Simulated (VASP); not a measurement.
Write the native input for VASP 6.6.1 that does the following.

* Task: single point
* Functional: PBE
* Potentials or basis: VASP PAW PBE potentials, release 64 (Nb_sv, C)
* Cutoff: 520 eV
* k mesh: 4 × 4 × 4
* Occupations: gaussian, width 0.1 eV
* Spin: no spin polarisation
* Dipole correction: no
* Further INCAR settings: ALGO = Normal; EDIFF = 1e-06; NBANDS = 30

The structure of NbC2 lies in POSCAR:

```
NbC2
1.0
    4.6683757876      0.0000000000      0.0000000000
    0.0000000000      4.6683757876      0.0000000000
    0.0000000000      0.0000000000      4.6683757876
Nb C
2 4
Direct
    0.0000000000      0.0000000000      0.0000000000
    0.5000000000      0.5000000000      0.5000000000
    0.7500000000      0.7500000000      0.7500000000
    0.2500000000      0.2500000000      0.7500000000
    0.2500000000      0.7500000000      0.2500000000
    0.7500000000      0.2500000000      0.2500000000
```

The cell was generated, and may not be a known phase.

These files were run (other wordings do the same):

INCAR

```
SYSTEM = NbC2
PREC = Accurate ; ENCUT = 520
EDIFF = 1E-6 ; ISMEAR = 0
SIGMA = 0.1 ; LREAL = .False.
LASPH = .True. ; NELM = 80
ALGO = Normal ; ISIF = 2
LWAVE = .False. ; LCHARG = .False.
GGA = PE ; NBANDS = 30
```

KPOINTS

```
regular mesh
0
Gamma
  4 4 4
  0 0 0
```

Potentials or basis: VASP PAW PBE potentials, release 64 (Nb_sv, C).

Launch:

```sh
$ cat potpaw_PBE.64/Nb_sv/POTCAR potpaw_PBE.64/C/POTCAR > POTCAR
$ mpirun -np 1 vasp_std > vasp.out
```

It gave:

```
Pressure               : -0.1 GPa
Band gap on the k mesh : zero (bands 21 and 22 overlap by 1.02 eV)
```

It took 34 s on 1 thread of AMD EPYC 7R43 64-Core Processor (Zen 3), on a shared host, peak memory 0.16 GiB.
